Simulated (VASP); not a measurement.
# C in VASP: a series of runs

The runs below take C through single point, with LDA.

Program: VASP 6.6.1. These are calculated values, not measurements. Logs are shortened: lines on timing, memory, paths and dates and some standing lists are left out, and cuts for length are marked.

## (1) The cell of the first run

It takes space group I4_1/amd (No. 141, tetragonal). The conventional cell has a = 2.541 Å, b = 2.541 Å, c = 3.408 Å, α = 90.00°, β = 90.00°, γ = 90.00°. C (site symmetry -4m2) has 4 C at 1.53 Å within 2.0 Å.

## (2) Single point, LDA

Input file INCAR:

```
PREC = Accurate
ENCUT = 520
EDIFF = 1E-6
ISMEAR = 0
SIGMA = 0.05
LREAL = F
LASPH = T
NELM = 60
ALGO = Normal
ISIF = 2
LWAVE = F
LCHARG = F
NBANDS = 11
```

Input file KPOINTS:

```
Automatic mesh
0
Gamma
  12 12 12
```

Input file POSCAR:

```
C
1.0
    0.0000000000      1.7966710835      1.7039681529
    1.7966710835      0.0000000000      1.7039681529
    1.7966710835      1.7966710835      0.0000000000
C
2
Direct
    0.5000000000      0.5000000000      0.5000000000
    0.7500000000      0.7500000000      0.7500000000
```

Potentials or basis: VASP PAW LDA potentials, release 64 (C).

Launch:

```console
> cat potpaw_LDA.64/C/POTCAR > POTCAR
> mpirun -np 1 vasp_std > vasp.out
```

OUTCAR:

```text
PREC = Accurate
   ENCUT = 520
   EDIFF = 1E-6
   ISMEAR = 0
   LREAL = F
   LASPH = T
   NELM = 60
   ISIF = 2

 ion  position               nearest neighbor table
   1  0.500  0.500  0.500-   2 1.53   2 1.53   2 1.53   2 1.53
   2  0.750  0.750  0.750-   1 1.53   1 1.53   1 1.53   1 1.53

  LATTYP: Found a body centered tetragonal cell.
 ALAT       =     2.5408766134
 C/A-ratio  =     1.3412443122

  Lattice vectors:

 A1 = (   0.0000000000,  -1.7966710835,  -1.7039681529)
 A2 = (   0.0000000000,   1.7966710835,  -1.7039681529)
 A3 = (   1.7966710835,   0.0000000000,   1.7039681529)

Analysis of symmetry for initial positions (statically):
=====================================================================
 Subroutine PRICEL returns:
 Original cell was already a primitive cell.

 Routine SETGRP: Setting up the symmetry group for a
 body centered tetragonal supercell.

 Subroutine GETGRP returns: Found 16 space group operations
 (whereof  8 operations were pure point group operations)
 out of a pool of 16 trial point group operations.

The static configuration has the point symmetry D_2d.
 The point group associated with its full space group is D_4h.

Analysis of symmetry for dynamics (positions and initial velocities):
=====================================================================
 Subroutine PRICEL returns:
 Original cell was already a primitive cell.

 Routine SETGRP: Setting up the symmetry group for a
 body centered tetragonal supercell.

 Subroutine GETGRP returns: Found 16 space group operations
 (whereof  8 operations were pure point group operations)
 out of a pool of 16 trial point group operations.

The dynamic configuration has the point symmetry D_2d.
 The point group associated with its full space group is D_4h.

 Subroutine INISYM returns: Found 16 space group operations
 (whereof  8 operations are pure point group operations),
 and found     1 'primitive' translations

----------------------------------------------------------------------------------------

                                     Primitive cell

  volume of cell :      11.0009

  direct lattice vectors                    reciprocal lattice vectors
     0.000000000  1.796671083  1.703968153    -0.278292451  0.278292451  0.293432714
     1.796671083  0.000000000  1.703968153     0.278292451 -0.278292451  0.293432714
     1.796671083  1.796671083  0.000000000     0.278292451  0.278292451 -0.293432714

  length of vectors
     2.476193540  2.476193540  2.540876613     0.490913571  0.490913571  0.490913571

  position of ions in fractional coordinates (direct lattice)
     0.500000000  0.500000000  0.500000000
     0.750000000  0.750000000  0.750000000

  ion indices of the primitive-cell ions
   primitive index   ion index
                 1           1
                 2           2

----------------------------------------------------------------------------------------

 KPOINTS: Automatic mesh

Automatic generation of k-mesh.
 Grid dimensions read from file:
 generate k-points for:   12   12   12

 Generating k-lattice:

  Cartesian coordinates                     Fractional coordinates (reciprocal lattice)
    -0.023191038  0.023191038  0.024452726     0.083333333  0.000000000  0.000000000
     0.023191038 -0.023191038  0.024452726     0.000000000  0.083333333  0.000000000
     0.023191038  0.023191038 -0.024452726    -0.000000000 -0.000000000  0.083333333

  Length of vectors
     0.040909464  0.040909464  0.040909464

  Shift w.r.t. Gamma in fractional coordinates (k-lattice)
     0.000000000  0.000000000  0.000000000

 Subroutine IBZKPT returns following result:
 ===========================================

 Found    163 irreducible k-points:

 Following reciprocal coordinates:
            Coordinates               Weight
  0.000000  0.000000  0.000000      1.000000
  0.083333  0.000000  0.000000      8.000000
  0.166667  0.000000  0.000000      8.000000
  0.250000  0.000000  0.000000      8.000000
  0.333333  0.000000  0.000000      8.000000
  0.416667  0.000000  0.000000      8.000000
[... 16 lines left out ...]
  0.500000  0.166667  0.000000      8.000000
 -0.416667  0.166667  0.000000      8.000000
 [... further k-points ...]
   k-points           NKPTS =    163   k-points in BZ     NKDIM =    163   number of bands    NBANDS=     11
   number of dos      NEDOS =    301   number of ions     NIONS =      2
   total plane-waves  NPLWV =   6480
   dimension x,y,z NGX =    18 NGY =   18 NGZ =   20
   dimension x,y,z NGXF=    36 NGYF=   36 NGZF=   40
   ions per type =               2
   NGX,Y,Z   is equivalent  to a cutoff of  12.08, 12.08, 13.09 a.u.
   NGXF,Y,Z  is equivalent  to a cutoff of  24.17, 24.17, 26.17 a.u.
 SYSTEM =  unknown system
   PREC   = accura    normal or accurate (medium, high low for compatibility)
   ISTART =      0    job   : 0-new  1-cont  2-samecut
   ICHARG =      2    charge: 1-file 2-atom 10-const
   ISPIN  =      1    spin polarized calculation?
   LNONCOLLINEAR =      F non collinear calculations
   LSORBIT =      F    spin-orbit coupling
   LASPH  =      T    aspherical Exc in radial PAW
   ENCUT  =  520.0 eV  38.22 Ry    6.18 a.u.   4.60  4.60  4.72*2*pi/ulx,y,z
   NELM   =     60;   NELMIN=  2; NELMDL= -5     # of ELM steps
   EDIFF  = 0.1E-05   stopping-criterion for ELM
   LREAL  =      F    real-space projection
   EDIFFG = 0.1E-04   stopping-criterion for IOM
   NSW    =      0    number of steps for IOM
   IBRION =     -1    ionic relax: 0-MD 1-quasi-New 2-CG
   NFREE  =      0    steps in history (QN), initial steepest desc. (CG)
   ISIF   =      2    stress and relaxation
   ISYM   =      2    0-nonsym 1-usesym 2-fastsym
   POTIM  = 0.5000    time-step for ionic-motion
   TEBEG  =    0.0;   TEEND  =   0.0 temperature during run
   PSTRESS=    0.0 pullay stress
   NELECT =       8.0000    total number of electrons
   NUPDOWN=      -1.0000    fix difference up-down
   EMIN   =  10.00;   EMAX   =-10.00  energy-range for DOS
   EFERMI =   0.00;   METHOD = LEGACY
   ISMEAR =     0;   SIGMA  =   0.05  broadening in eV -4-tet -1-fermi 0-gaus
   EFERMI_NEDOS =   21; number of points for ismear=-14 and -15
   IALGO  =     38    algorithm
   IMIX   =      4    mixing-type and parameters
     AMIX     =   0.40;   BMIX     =  1.00
     AMIX_MAG =   1.60;   BMIX_MAG =  1.00
  volume/ion in A,a.u.               =       5.50        37.12
  Fermi-wavevector in a.u.,A,eV,Ry     =   1.472184  2.782023 29.488237  2.167324
  Thomas-Fermi vector in A             =   2.587229
   LORBIT       =      0    0 simple, 1 ext, 2 COOP (PROOUT), +10 PAW based schemes
   GGA     = CA    functional components
   LHFCALC =     F    Hartree Fock is set to
   AEXX    =    0.0000 exact exchange contribution
   IVDW    =     0    specifies the selected vdW correction
   LEPSILON=     F    determine dielectric tensor
   LRPA    =     F    only Hartree local field effects (RPA)
 non-spin polarized calculation
 Gauss-broadening in eV      SIGMA  =   0.05
  energy-cutoff  :      520.00
  volume of cell :       11.00
 maximum number of plane-waves:       315
   NGX =  9   NGY =  9   NGZ =  9

 number of electron       7.9999999 magnetization

 Free energy of the ion-electron system (eV)
  ---------------------------------------------------
  ext. energy  EPLUGINS =         0.00000000
  ---------------------------------------------------
  free energy    TOTEN  =       -20.18597643 eV

  energy without entropy =      -20.18597643  energy(sigma->0) =      -20.18597643

 E-fermi :  10.9817     XC(G=0): -13.6514

 val. band max:       10.6942422242   @ k =   0.0000   0.0000   0.0000
 cond. band min:      13.5613219060   @ k =   0.3333   0.3333   0.0000
 fundamental gap:      2.8670796818
 Fermi energy:        10.9817053390

 k-point     1 :       0.0000    0.0000    0.0000
  band No.  band energies     occupation
      1     -11.5496      2.00000
      2       9.9258      2.00000
      3       9.9258      2.00000
      4      10.6942      2.00000
      5      15.4035      0.00000
      6      16.0568      0.00000
      7      16.0568      0.00000
      8      24.4110      0.00000
      9      29.6252      0.00000
     10      35.7576      0.00000
     11      36.8850      0.00000

 k-point     2 :       0.0833    0.0000    0.0000
  band No.  band energies     occupation
      1     -11.3531      2.00000
      2       8.8702      2.00000
      3       9.5804      2.00000
      4      10.1958      2.00000
      5      15.8627      0.00000
      6      16.4719      0.00000
      7      16.7851      0.00000
      8      24.5224      0.00000
      9      29.9368      0.00000
     10      33.8227      0.00000
     11      35.0051      0.00000

 k-point     3 :       0.1667    0.0000    0.0000
  band No.  band energies     occupation
      1     -10.7658      2.00000
      2       6.3748      2.00000
      3       8.8208      2.00000
      4       9.4589      2.00000
      5      16.7640      0.00000
      6      17.3437      0.00000
      7      18.0401      0.00000
      8      24.8370      0.00000
      9      30.5593      0.00000
     10      32.4553      0.00000
     11      33.4632      0.00000

 k-point     4 :       0.2500    0.0000    0.0000
  band No.  band energies     occupation
      1      -9.7952      2.00000
      2       3.5134      2.00000
      3       8.0267      2.00000
      4       8.7625      2.00000
      5      17.5638      0.00000
      6      18.0810      0.00000
      7      19.0898      0.00000
      8      25.2714      0.00000
      9      30.8845      0.00000
     10      32.3602      0.00000
     11      33.1281      0.00000
[... 239 lines left out ...]
 k-point    22 :       0.4167    0.1667    0.0000
  band No.  band energies     occupation
      1      -7.0949      2.00000
      2       0.0912      2.00000
      3       5.5672      2.00000
      4       6.4559      2.00000
      5      16.2768      0.00000
      6      21.1719      0.00000
      7      22.0235      0.00000
      8      22.4303      0.00000
      9      31.7340      0.00000
     10      33.6453      0.00000
     11      37.8626      0.00000

 k-point    23 :       0.5000    0.1667    0.0000
  band No.  band energies     occupation
      1      -5.4368      2.00000
      2      -2.1950      2.00000
      3       5.6226      2.00000
      4       5.7306      2.00000
      5      16.6832      0.00000
      6      20.8707      0.00000
      7      22.2546      0.00000
      8      23.9557      0.00000
      9      30.6832      0.00000
     10      34.6360      0.00000
     11      37.0826      0.00000

 k-point    24 :      -0.4167    0.1667    0.0000
  band No.  band energies     occupation
      1      -5.2364      2.00000
      2      -2.4372      2.00000
      3       5.1954      2.00000
      4       5.9914      2.00000
      5      17.0642      0.00000
      6      20.4316      0.00000
      7      22.2972      0.00000
      8      25.4983      0.00000
      9      29.5632      0.00000
     10      34.5627      0.00000
     11      35.0364      0.00000

 [... further k-points ...]
[... 5 lines left out ...]
  --------------------------------------------------------------------------------------
  -------------------------------------------------------------------------------------
  Total       -0.9455080     -0.9455080      2.3375447      0.0000000      0.0000000     -0.0000000
  in kB     -137.7041940   -137.7041940    340.4410237      0.0000000      0.0000000     -0.0000000
  external PRESSURE =      21.6775452 kB  Pullay stress =       0.0000000 kB

 VOLUME and BASIS-vectors are now :
 -----------------------------------------------------------------------------
  energy-cutoff  :      520.00
  volume of cell :       11.00
      direct lattice vectors                 reciprocal lattice vectors
     0.000000000  1.796671083  1.703968153    -0.278292451  0.278292451  0.293432714
     1.796671083  0.000000000  1.703968153     0.278292451 -0.278292451  0.293432714
     1.796671083  1.796671083  0.000000000     0.278292451  0.278292451 -0.293432714

 POSITION                                       TOTAL-FORCE (eV/Angst)
 -----------------------------------------------------------------------------------
      1.79667      1.79667      1.70397         0.000000      0.000000     -0.000000
      2.69501      2.69501      2.55595         0.000000      0.000000      0.000000
 -----------------------------------------------------------------------------------
    total drift:                                0.000000     -0.000000      0.000000

  FREE ENERGIE OF THE ION-ELECTRON SYSTEM (eV)
  ---------------------------------------------------
  free  energy   TOTEN  =       -20.1859764281 eV

  energy  without entropy=      -20.1859764281  energy(sigma->0) =      -20.18597643
```

Run time: 26 s. Hardware: 1 thread of Intel Xeon 8259CL, shared host; peak memory 0.12 GiB.

Results:

```
Free energy            : -20.1860 eV
Pressure               : 2.2 GPa
Band gap on the k mesh : 2.87 eV, indirect (least direct gap 4.71 eV)
```

Stress tensor (GPa, compression positive):
```
-13.77   0.00   0.00
  0.00 -13.77   0.00
  0.00   0.00  34.04
```

Caveat: the cell differs from its parent crystal (strain +e along x and -e along y +0.0000, strain +e along z and -e/2 along x and y -0.0350).

(Part 1 of 2 ends here.)
